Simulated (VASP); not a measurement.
# SiNi in VASP: notebook, part 3 of 3

VASP 6.6.1. The steps go on from the part before.

## Step 5: Single point, LDA, collinear spin, ferromagnetic start (equal xy, yz and zx shear strains of -3 %)

Input file INCAR:

```
SYSTEM = SiNi
  ALGO = Normal
  EDIFF = 1E-7
  ENCUT = 520
  ISIF = 2
  ISMEAR = -1
  ISPIN = 2
  LASPH = .TRUE.
  LCHARG = .FALSE.
  LMAXMIX = 4
  LORBIT = 11
  LREAL = .FALSE.
  LWAVE = .FALSE.
  MAGMOM = 0 0 1.5 1.5
  NBANDS = 26
  NELM = 150
  PREC = Accurate
  SIGMA = 0.05
```

Input file KPOINTS:

```
k-points
0
G
  11 10 7
  0 0 0
```

Input file POSCAR:

```
SiNi
1.0
    3.0266200000     -0.0453993000     -0.0453993000
   -0.0491025000      3.2735000000     -0.0491025000
   -0.0704664000     -0.0704664000      4.6977600000
Si Ni
2 2
Direct
    0.5000000000      0.5000000000      0.8423000000
    0.0000000000      0.0000000000      0.1577000000
    0.5000000000      0.5000000000      0.3442200000
    0.0000000000      0.0000000000      0.6557800000
```

Potentials or basis: VASP PAW LDA potentials, release 64 (Si, Ni).

Started as:

```sh
$ cat potpaw_LDA.64/Si/POTCAR potpaw_LDA.64/Ni/POTCAR > POTCAR
$ mpirun -np 1 vasp_std > vasp.out
```

OUTCAR:

```text
SYSTEM = SiNi
   EDIFF = 1E-7
   ENCUT = 520
   ISIF = 2
   ISMEAR = -1
   ISPIN = 2
   LASPH = .TRUE.
   LORBIT = 11
   LREAL = .FALSE.
   NELM = 150
   PREC = Accurate

 ion  position               nearest neighbor table
   1  0.500  0.500  0.842-   4 2.33   3 2.34   3 2.36   4 2.40   4 2.42   4 2.43   2 2.60   2 2.70
                             2 2.70   2 2.71
   2  0.000  0.000  0.158-   3 2.33   4 2.34   4 2.36   3 2.40   3 2.42   3 2.43   1 2.60   1 2.70
                             1 2.70   1 2.71
   3  0.500  0.500  0.344-   2 2.33   1 2.34   1 2.36   2 2.40   2 2.42   2 2.43   4 2.59   4 2.69
                             4 2.69   4 2.70
   4  0.000  0.000  0.656-   1 2.33   2 2.34   2 2.36   1 2.40   1 2.42   1 2.43   3 2.59   3 2.69
                             3 2.69   3 2.70

  LATTYP: Found a triclinic cell.
 ALAT       =     7.7737048399
 B/A-ratio  =     0.8743542605
 C/A-ratio  =     1.5197512569
 COS(alpha) =     0.0047574469
 COS(beta)  =     0.7063190090
 COS(gamma) =     0.7073135520

  Lattice vectors:

 A1 = (   6.1237064000,  -0.0203322000,  -4.7885586000)
 A2 = (   6.0041375000,   3.1827014000,  -0.1399011000)
 A3 = (   3.2657578000,  -6.4514665000,  -9.3427143000)

Analysis of symmetry for initial positions (statically):
=====================================================================
 Subroutine PRICEL returns:
 Original cell was already a primitive cell.

 Routine SETGRP: Setting up the symmetry group for a
 triclinic supercell.

 Subroutine GETGRP returns: Found  2 space group operations
 (whereof  1 operations were pure point group operations)
 out of a pool of  2 trial point group operations.

The static configuration has the point symmetry C_1 .
 The point group associated with its full space group is S_2 .

Analysis of symmetry for dynamics (positions and initial velocities):
=====================================================================
 Subroutine PRICEL returns:
 Original cell was already a primitive cell.

 Routine SETGRP: Setting up the symmetry group for a
 triclinic supercell.

 Subroutine GETGRP returns: Found  2 space group operations
[... 175 lines left out ...]
 cond. band min:      11.0971374124   @ k =  -0.2727   0.1000   0.4286
 fundamental gap:      0.0038031574
 Fermi energy:        11.0939923319

 spin component 1

 k-point     1 :       0.0000    0.0000    0.0000
  band No.  band energies     occupation
      1      -2.6371      1.00000
      2       3.0780      1.00000
      3       4.7273      1.00000
      4       7.0082      1.00000
      5       7.5482      1.00000
      6       8.1147      1.00000
[... 685 lines left out ...]
     25      25.3444      0.00000
     26      25.9332      0.00000

 [... further k-points ...]

 spin component 2

 k-point     1 :       0.0000    0.0000    0.0000
  band No.  band energies     occupation
      1      -2.6371      1.00000
      2       3.0780      1.00000
      3       4.7273      1.00000
      4       7.0082      1.00000
      5       7.5482      1.00000
      6       8.1147      1.00000
[... 685 lines left out ...]
     25      25.3444      0.00000
     26      25.9332      0.00000

 [... further k-points ...]

------------------------ aborting loop because EDIFF is reached ----------------------------------------

  FORCE on cell =-STRESS in cart. coord.  units (eV):
  Direction    XX          YY          ZZ          XY          YZ          ZX
  --------------------------------------------------------------------------------------
  -------------------------------------------------------------------------------------
  Total       -2.4073528     -2.5258184     -2.9123072      1.0171195      1.0894203      1.1046476
  in kB      -82.9249920    -87.0057210   -100.3189285     35.0362552     37.5267688     38.0512952
  external PRESSURE =     -90.0832138 kB  Pullay stress =       0.0000000 kB

 VOLUME and BASIS-vectors are now :
 -----------------------------------------------------------------------------
  energy-cutoff  :      520.00
  volume of cell :       46.51
      direct lattice vectors                 reciprocal lattice vectors
     3.026620000 -0.045399300 -0.045399300     0.330552584  0.005033796  0.005033796
    -0.049102500  3.273500000 -0.049102500     0.004654158  0.305623052  0.004654158
    -0.070466400 -0.070466400  4.697760000     0.003243117  0.003243117  0.212964703

 POSITION                                       TOTAL-FORCE (eV/Angst)
 -----------------------------------------------------------------------------------
      1.42940      1.55470      3.90967         0.005819      0.017147     -0.167724
     -0.01111     -0.01111      0.74084        -0.005819     -0.017147      0.167724
      1.46450      1.58979      1.56981         0.080063      0.038569     -0.162273
     -0.04621     -0.04621      3.08070        -0.080063     -0.038569      0.162273
 -----------------------------------------------------------------------------------
    total drift:                                0.000000      0.000000      0.000000

  FREE ENERGIE OF THE ION-ELECTRON SYSTEM (eV)
  ---------------------------------------------------
  free  energy   TOTEN  =       -27.1935883172 eV

  energy  without entropy=      -27.1822872073  energy(sigma->0) =      -27.18793776

 total charge

# of ion       s       p       d       tot
------------------------------------------
    1        0.757   0.857   0.000   1.614
    2        0.757   0.857   0.000   1.614
    3        0.479   0.599   8.481   9.560
    4        0.479   0.599   8.481   9.560
--------------------------------------------------
tot          2.473   2.912  16.963  22.348

 magnetization (x)

# of ion       s       p       d       tot
------------------------------------------
    1        0.000   0.000   0.000   0.000
    2        0.000   0.000   0.000   0.000
    3        0.000   0.000  -0.000  -0.000
    4        0.000   0.000  -0.000  -0.000
--------------------------------------------------
tot          0.000   0.000  -0.000  -0.000
```

stdout:

```text
POSCAR found type information on POSCAR SiNi
 POSCAR found :  2 types and       4 ions
 scaLAPACK will be used
 LDA part: xc-table for (Slater(with rela. corr.)+CA(PZ))
 , standard interpolation
 POSCAR, INCAR and KPOINTS ok, starting setup
 FFT: planning ... GRIDC
 FFT: planning ... GRID_SOFT
 FFT: planning ... GRID
 WAVECAR not read
 entering main loop
```

Run time: 16 min. Hardware: 1 thread of Oxide Virtual Turin-like, shared host; peak memory 0.62 GiB.

Results:

```yaml
Free_energy: -27.1936 eV
Pressure: -9.0 GPa
Largest_force: 0.185 eV/Å
Band_gap_on_the_k_mesh: zero (filled and empty bands overlap)
Net_moment: 0.00 μB per cell
Valence_electrons_inside_the_program's_atomic_spheres: Si 1.61; Ni 9.56
```

Forces in eV/Å, atoms in the order of the input:
```
Si   0.006  0.017 -0.168
Si  -0.006 -0.017  0.168
Ni   0.080  0.039 -0.162
Ni  -0.080 -0.039  0.162
```

Caveat: the cell differs from its parent crystal (equal xy, yz and zx shear strains of -3 %); the cell stands under tension.
